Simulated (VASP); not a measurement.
ScAl2, 6 atoms in the cell. It takes space group Fd-3m (No. 227, cubic). Conventional cell: a = 7.555 Å, b = 7.555 Å, c = 7.555 Å, α = 90.00°, β = 90.00°, γ = 90.00°. Sc (site symmetry -43m) has 12 Al at 3.13 Å and 4 Sc at 3.27 Å within 4.1 Å. Al (site symmetry -3m) has 6 Al at 2.67 Å and 6 Sc at 3.13 Å within 3.5 Å. 

```yaml
Program: VASP 6.6.1
Task: single point
Functional: PBEsol
Potentials_or_basis: VASP PAW PBE potentials, release 64 (Sc_sv, Al)
Cutoff: 520 eV
k_mesh: 8 × 8 × 8
Occupations: gaussian, width 0.1 eV
Spin: no spin polarisation
Dipole_correction: no
Further_INCAR_settings: ALGO = Normal; EDIFF = 1e-06; NBANDS = 26
```

Potentials or basis: VASP PAW PBE potentials, release 64 (Sc_sv, Al).

The run is started by

```console
$ cat potpaw_PBE.64/Sc_sv/POTCAR potpaw_PBE.64/Al/POTCAR > POTCAR
$ mpirun -np 1 vasp_std > vasp.out
```

Hardware: 1 thread of Intel Xeon 8259CL, with other jobs on the host.

Problem. How long does it take, and how much memory?

Solution. Run time: 3 min on 1 thread of Intel Xeon 8259CL, on a shared host, peak memory 0.27 GiB. Counts: scf iterations 13, k points 29.
